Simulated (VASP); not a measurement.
Input of a VASP 6.6.1 run:

The input INCAR:

```
PREC = Accurate
ENCUT = 520
EDIFF = 1E-6
ISMEAR = 0
SIGMA = 0.15
LREAL = False
LASPH = True
NELM = 100
ALGO = Normal
ISIF = 2
LWAVE = False
LCHARG = False
GGA = PS
NBANDS = 38
```

File KPOINTS:

```
Automatic mesh
0
Gamma
  10 10 10
```

The input POSCAR:

```
SiNi
1.0
    4.1105388466      0.0000000000      0.0000000000
    0.0000000000      4.1105388466      0.0000000000
    0.0000000000      0.0000000000      4.6466960875
Si Ni
4 4
Direct
    0.8464645187      0.8464645187      0.8464645187
    0.6535354813      0.1535354813      0.3464645187
    0.3464645187      0.6535354813      0.1535354813
    0.1535354813      0.3464645187      0.6535354813
    0.1489904732      0.1489904732      0.1489904732
    0.3510095268      0.8510095268      0.6489904732
    0.6489904732      0.3510095268      0.8510095268
    0.8510095268      0.6489904732      0.3510095268
```

Potentials or basis: VASP PAW PBE potentials, release 64 (Si, Ni).

Run with:

```bash
$ cat potpaw_PBE.64/Si/POTCAR potpaw_PBE.64/Ni/POTCAR > POTCAR
$ mpirun -np 1 vasp_std > vasp.out
```

Problem. Predict the largest force.

Solution. 0.565 eV/Å.

Problem. What does it give for the pressure?

Solution. 38.5 GPa.

Problem. Estimate the band gap on the k mesh.

Solution. Zero (band 28 reaches 15.57 eV, above the bottom of band 29 at 14.03 eV).

Forces on the atoms (eV/Å):
```
Si   0.524 -0.091  0.113
Si  -0.524  0.091  0.113
Si   0.524  0.091 -0.113
Si  -0.524 -0.091 -0.113
Ni  -0.431  0.360 -0.059
Ni   0.431 -0.360 -0.059
Ni  -0.431 -0.360  0.059
Ni   0.431  0.360  0.059
```

Caveat: the cell differs from its parent crystal (strain -0.080 along x and y, +0.040 along z); the PAW data sets were made with another functional, which shifts forces and pressure a little. Spin polarisation is off, so any magnetic state and its effect on volume and gap are missing.
